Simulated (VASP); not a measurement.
# MnS (R-3m) in VASP: further runs

MnS is run at these levels: PBE; tasks: single point.

Everything below comes from runs of VASP 6.6.1. Logs are shortened: lines on timing, memory, paths and dates and some standing lists are left out, and cuts for length are marked.

## (1) The cell of the first run

Symmetry: R-3m, No. 166, trigonal system. The conventional cell has a = 3.660 Å, b = 3.660 Å, c = 8.913 Å, α = 90.00°, β = 90.00°, γ = 120.00°. Mn (site symmetry -3m) has 6 S at 2.58 Å within 3.4 Å. S (site symmetry -3m) has 6 Mn at 2.58 Å within 3.4 Å.

## (2) Single point, PBE, collinear spin, ferromagnetic start

INCAR reads:

```
PREC = Accurate
ENCUT = 520
EDIFF = 1E-6
ISMEAR = -1
SIGMA = 0.05
LREAL = False
LASPH = True
NELM = 150
ALGO = Normal
ISIF = 2
LWAVE = False
LCHARG = False
ISPIN = 2
MAGMOM = 3 0
LORBIT = 11
NUPDOWN = 3.0
LMAXMIX = 4
GGA = PE
NBANDS = 20
```

KPOINTS reads:

```
Automatic mesh
0
Gamma
  8 8 8
```

POSCAR reads:

```
MnS
1.0
    1.8299960138      1.0565486912      2.9709202777
   -1.8299960138      1.0565486912      2.9709202777
    0.0000000000     -2.1130973823      2.9709202777
Mn S
1 1
Direct
    0.0000000000      0.0000000000      0.0000000000
    0.5000000000      0.5000000000      0.5000000000
```

Potentials or basis: VASP PAW PBE potentials, release 64 (Mn_pv, S).

Run with:

```sh
cat potpaw_PBE.64/Mn_pv/POTCAR potpaw_PBE.64/S/POTCAR > POTCAR
mpirun -np 1 vasp_std > vasp.out
```

OUTCAR:

```text
PREC = Accurate
   ENCUT = 520
   EDIFF = 1E-6
   ISMEAR = -1
   LREAL = False
   LASPH = True
   NELM = 150
   ISIF = 2
   ISPIN = 2
   LORBIT = 11
   NUPDOWN = 3.0
   GGA = PE

 ion  position               nearest neighbor table
   1  0.000  0.000  0.000-   2 2.58   2 2.58   2 2.58   2 2.58   2 2.58   2 2.58
   2  0.500  0.500  0.500-   1 2.58   1 2.58   1 2.58   1 2.58   1 2.58   1 2.58

  LATTYP: Found a trigonal (rhomboedric) cell.
 ALAT       =     3.6457575130
 COS(alpha) =     0.4960879726

  Lattice vectors:

 A1 = (   1.8299960138,   1.0565486912,   2.9709202777)
 A2 = (  -1.8299960138,   1.0565486912,   2.9709202777)
 A3 = (   0.0000000000,  -2.1130973823,   2.9709202777)

Analysis of symmetry for initial positions (statically):
=====================================================================
 Subroutine PRICEL returns:
 Original cell was already a primitive cell.

 Routine SETGRP: Setting up the symmetry group for a
 trigonal (rhombohedral) supercell.

 Subroutine GETGRP returns: Found 12 space group operations
 (whereof 12 operations were pure point group operations)
 out of a pool of 12 trial point group operations.

The static configuration has the point symmetry D_3d.

Analysis of symmetry for dynamics (positions and initial velocities):
=====================================================================
 Subroutine PRICEL returns:
 Original cell was already a primitive cell.

 Routine SETGRP: Setting up the symmetry group for a
 trigonal (rhombohedral) supercell.

 Subroutine GETGRP returns: Found 12 space group operations
 (whereof 12 operations were pure point group operations)
 out of a pool of 12 trial point group operations.

The dynamic configuration has the point symmetry D_3d.

Analysis of structural, dynamic, and magnetic symmetry:
=====================================================================
 Subroutine PRICEL returns:
 Original cell was already a primitive cell.

 Routine SETGRP: Setting up the symmetry group for a
 trigonal (rhombohedral) supercell.

 Subroutine GETGRP returns: Found 12 space group operations
 (whereof 12 operations were pure point group operations)
 out of a pool of 12 trial point group operations.

The overall configuration has the point symmetry D_3d.

 Subroutine INISYM returns: Found 12 space group operations
 (whereof 12 operations are pure point group operations),
 and found     1 'primitive' translations

----------------------------------------------------------------------------------------

                                     Primitive cell

  volume of cell :      34.4653

  direct lattice vectors                    reciprocal lattice vectors
     1.829996014  1.056548691  2.970920278     0.273224639  0.157746319  0.112198680
    -1.829996014  1.056548691  2.970920278    -0.273224639  0.157746319  0.112198680
     0.000000000 -2.113097382  2.970920278     0.000000000 -0.315492638  0.112198680

  length of vectors
     3.645757513  3.645757513  3.645757513     0.334849441  0.334849441  0.334849441

  position of ions in fractional coordinates (direct lattice)
     0.000000000  0.000000000  0.000000000
     0.500000000  0.500000000  0.500000000

  ion indices of the primitive-cell ions
   primitive index   ion index
                 1           1
                 2           2

----------------------------------------------------------------------------------------

 KPOINTS: Automatic mesh

Automatic generation of k-mesh.
 Grid dimensions read from file:
 generate k-points for:    8    8    8

 Generating k-lattice:

  Cartesian coordinates                     Fractional coordinates (reciprocal lattice)
     0.034153080  0.019718290  0.014024835     0.125000000  0.000000000  0.000000000
    -0.034153080  0.019718290  0.014024835     0.000000000  0.125000000  0.000000000
     0.000000000 -0.039436580  0.014024835     0.000000000  0.000000000  0.125000000

  Length of vectors
     0.041856180  0.041856180  0.041856180

  Shift w.r.t. Gamma in fractional coordinates (k-lattice)
     0.000000000  0.000000000  0.000000000

 Subroutine IBZKPT returns following result:
 ===========================================

 Found     65 irreducible k-points:

 Following reciprocal coordinates:
            Coordinates               Weight
  0.000000  0.000000  0.000000      1.000000
  0.125000  0.000000  0.000000      6.000000
  0.250000  0.000000  0.000000      6.000000
  0.375000  0.000000 -0.000000      6.000000
  0.500000  0.000000  0.000000      3.000000
  0.125000  0.125000  0.000000      6.000000
[... 16 lines left out ...]
  0.250000  0.125000  0.125000      6.000000
  0.375000  0.125000  0.125000      6.000000
 [... further k-points ...]
   k-points           NKPTS =     65   k-points in BZ     NKDIM =     65   number of bands    NBANDS=     20
   number of dos      NEDOS =    301   number of ions     NIONS =      2
   total plane-waves  NPLWV =  21952
   dimension x,y,z NGX =    28 NGY =   28 NGZ =   28
   dimension x,y,z NGXF=    56 NGYF=   56 NGZF=   56
   ions per type =               1   1
   NGX,Y,Z   is equivalent  to a cutoff of  12.77, 12.77, 12.77 a.u.
   NGXF,Y,Z  is equivalent  to a cutoff of  25.54, 25.54, 25.54 a.u.
 SYSTEM =  unknown system
   PREC   = accura    normal or accurate (medium, high low for compatibility)
   ISTART =      0    job   : 0-new  1-cont  2-samecut
   ICHARG =      2    charge: 1-file 2-atom 10-const
   ISPIN  =      2    spin polarized calculation?
   LNONCOLLINEAR =      F non collinear calculations
   LSORBIT =      F    spin-orbit coupling
   LASPH  =      T    aspherical Exc in radial PAW
   ENCUT  =  520.0 eV  38.22 Ry    6.18 a.u.   6.78  6.78  6.78*2*pi/ulx,y,z
   NELM   =    150;   NELMIN=  2; NELMDL= -5     # of ELM steps
   EDIFF  = 0.1E-05   stopping-criterion for ELM
   LREAL  =      F    real-space projection
   EDIFFG = 0.1E-04   stopping-criterion for IOM
   NSW    =      0    number of steps for IOM
   IBRION =     -1    ionic relax: 0-MD 1-quasi-New 2-CG
   NFREE  =      0    steps in history (QN), initial steepest desc. (CG)
   ISIF   =      2    stress and relaxation
   ISYM   =      2    0-nonsym 1-usesym 2-fastsym
   POTIM  = 0.5000    time-step for ionic-motion
   TEBEG  =    0.0;   TEEND  =   0.0 temperature during run
   PSTRESS=    0.0 pullay stress
   NELECT =      19.0000    total number of electrons
   NUPDOWN=       3.0000    fix difference up-down
   EMIN   =  10.00;   EMAX   =-10.00  energy-range for DOS
   EFERMI =   0.00;   METHOD = LEGACY
   ISMEAR =    -1;   SIGMA  =   0.05  broadening in eV -4-tet -1-fermi 0-gaus
   EFERMI_NEDOS =   21; number of points for ismear=-14 and -15
   IALGO  =     38    algorithm
   IMIX   =      4    mixing-type and parameters
     AMIX     =   0.40;   BMIX     =  1.00
     AMIX_MAG =   1.60;   BMIX_MAG =  1.00
  volume/ion in A,a.u.               =      17.23       116.29
  Fermi-wavevector in a.u.,A,eV,Ry     =   1.342349  2.536672 24.516344  1.801900
  Thomas-Fermi vector in A             =   2.470510
   LORBIT       =     11    0 simple, 1 ext, 2 COOP (PROOUT), +10 PAW based schemes
   GGA     = PE    functional components
   LHFCALC =     F    Hartree Fock is set to
   AEXX    =    0.0000 exact exchange contribution
   IVDW    =     0    specifies the selected vdW correction
   LEPSILON=     F    determine dielectric tensor
   LRPA    =     F    only Hartree local field effects (RPA)
 spin polarized calculation
  energy-cutoff  :      520.00
  volume of cell :       34.47
 maximum number of plane-waves:       941
   NGX = 13   NGY = 13   NGZ = 13

 number of electron      18.9999996 magnetization       3.0000000

 Free energy of the ion-electron system (eV)
  ---------------------------------------------------
  ext. energy  EPLUGINS =         0.00000000
  ---------------------------------------------------
  free energy    TOTEN  =       -13.42972532 eV

  energy without entropy =      -13.40887911  energy(sigma->0) =      -13.41930222

 E-fermi :   7.2546     XC(G=0): -10.8165

 val. band max:        7.2508121665   @ k =   0.1250   0.0000   0.0000
 cond. band min:       6.1378355842   @ k =   0.5000   0.5000   0.2500
 fundamental gap:     -1.1129765823
 Fermi energy:         6.0835471252

 spin component 1

 k-point     1 :       0.0000    0.0000    0.0000
  band No.  band energies     occupation
      1     -42.9547      1.00000
      2     -42.9547      1.00000
      3     -42.9544      1.00000
      4      -7.9643      1.00000
      5       4.1397      1.00000
      6       4.1397      1.00000
[... 12 lines left out ...]
     19      18.9241      0.00000
     20      19.5770      0.00000
[... 507 lines left out ...]
 k-point    24 :       0.3750    0.1250    0.1250
  band No.  band energies     occupation
      1     -42.9606      1.00000
      2     -42.9564      1.00000
      3     -42.9554      1.00000
      4      -7.1107      1.00000
      5       1.1429      1.00000
      6       2.5696      1.00000
[... 12 lines left out ...]
     19      19.9893      0.00000
     20      23.7329      0.00000

 [... further k-points ...]

 spin component 2

 k-point     1 :       0.0000    0.0000    0.0000
  band No.  band energies     occupation
      1     -39.8050      1.00000
      2     -39.8050      1.00000
      3     -39.8019      1.00000
      4      -7.9931      1.00000
      5       4.7406      1.00000
      6       4.7406      1.00000
[... 12 lines left out ...]
     19      19.4472      0.00000
     20      20.6758      0.00000
[... 507 lines left out ...]
 k-point    24 :       0.3750    0.1250    0.1250
  band No.  band energies     occupation
      1     -39.8119      1.00000
      2     -39.8059      1.00000
      3     -39.8050      1.00000
      4      -7.1756      1.00000
      5       1.4354      1.00000
      6       3.2237      1.00000
[... 12 lines left out ...]
     19      20.6821      0.00000
     20      24.1568      0.00000

 [... further k-points ...]

------------------------ aborting loop because EDIFF is reached ----------------------------------------

  FORCE on cell =-STRESS in cart. coord.  units (eV):
  Direction    XX          YY          ZZ          XY          YZ          ZX
  --------------------------------------------------------------------------------------
  -------------------------------------------------------------------------------------
  Total       -3.3975045     -3.3975045     -3.3111677      0.0000000     -0.0000000      0.0000000
  in kB     -157.9387552   -157.9387552   -153.9252454      0.0000000     -0.0000000      0.0000000
  external PRESSURE =    -156.6009186 kB  Pullay stress =       0.0000000 kB

 VOLUME and BASIS-vectors are now :
 -----------------------------------------------------------------------------
  energy-cutoff  :      520.00
  volume of cell :       34.47
      direct lattice vectors                 reciprocal lattice vectors
     1.829996014  1.056548691  2.970920278     0.273224639  0.157746319  0.112198680
    -1.829996014  1.056548691  2.970920278    -0.273224639  0.157746319  0.112198680
     0.000000000 -2.113097382  2.970920278     0.000000000 -0.315492638  0.112198680

 POSITION                                       TOTAL-FORCE (eV/Angst)
 -----------------------------------------------------------------------------------
      0.00000      0.00000      0.00000        -0.000000      0.000000      0.000000
      0.00000      0.00000      4.45638         0.000000      0.000000     -0.000000
 -----------------------------------------------------------------------------------
    total drift:                                0.000000      0.000000      0.000000

  FREE ENERGIE OF THE ION-ELECTRON SYSTEM (eV)
  ---------------------------------------------------
  free  energy   TOTEN  =       -13.4297253230 eV

  energy  without entropy=      -13.4088791083  energy(sigma->0) =      -13.41930222

 total charge

# of ion       s       p       d       tot
------------------------------------------
    1        0.210   6.145   5.045  11.400
    2        1.328   2.323   0.000   3.651
--------------------------------------------------
tot          1.538   8.468   5.045  15.051

 magnetization (x)

# of ion       s       p       d       tot
------------------------------------------
    1        0.038   0.017   2.942   2.997
    2        0.008  -0.089   0.000  -0.082
--------------------------------------------------
tot          0.045  -0.073   2.942   2.915
```

Run time: 38 s. Hardware: 1 thread of Intel Xeon 6975P-C (Granite Rapids), shared host; peak memory 0.21 GiB.

Results:

```yaml
Free_energy: -13.4297 eV
Pressure: -15.7 GPa
Net_moment: 3.00 μB per cell
Site_moments: Mn +3.00; S -0.08 μB
Valence_electrons_inside_the_program's_atomic_spheres: Mn 11.40; S 3.65
```

Stress tensor (GPa, compression positive):
```
-15.79   0.00   0.00
  0.00 -15.79   0.00
  0.00   0.00 -15.39
```

Caveat: the total moment is fixed, so each spin has its own Fermi level; a cell with one magnetic atom can't hold antiferromagnetic order, which such compounds often take.

## (3) Single point, PBE, collinear spin, ferromagnetic start

INCAR reads:

```
SYSTEM = MnS
ALGO = Normal ; EDIFF = 1E-6
ENCUT = 520 ; GGA = PE
ISIF = 2 ; ISMEAR = -1
ISPIN = 2 ; LASPH = .TRUE.
LCHARG = .FALSE. ; LMAXMIX = 4
LORBIT = 11 ; LREAL = .FALSE.
LWAVE = .FALSE. ; MAGMOM = 4 0
NBANDS = 20 ; NELM = 150
NUPDOWN = 4.0 ; PREC = Accurate
SIGMA = 0.05
```

KPOINTS reads:

```
k-points
0
G
  8 8 8
  0 0 0
```

POSCAR is that of step 2.

Potentials or basis: VASP PAW PBE potentials, release 64 (Mn_pv, S).

Run with:

```sh
cat potpaw_PBE.64/Mn_pv/POTCAR potpaw_PBE.64/S/POTCAR > POTCAR
mpirun -np 1 vasp_std > vasp.out
```

Run time: 36 s. Hardware: 1 thread of Intel Xeon 6975P-C (Granite Rapids), shared host; peak memory 0.21 GiB.

The run converged. Its results:

| Property | Result |
| --- | --- |
| Free energy | -13.9465 eV |
| Pressure | -8.3 GPa |
| Net moment | 4.00 μB per cell |
| Site moments | Mn +3.79; S -0.00 μB |
| Valence electrons inside the program's atomic spheres | Mn 11.36; S 3.69 |

Stress tensor (GPa, compression positive):
```
-8.46  0.00  0.00
 0.00 -8.46  0.00
 0.00  0.00 -8.07
```

Caveat: the total moment is fixed, so each spin has its own Fermi level; a cell with one magnetic atom can't hold antiferromagnetic order, which such compounds often take.
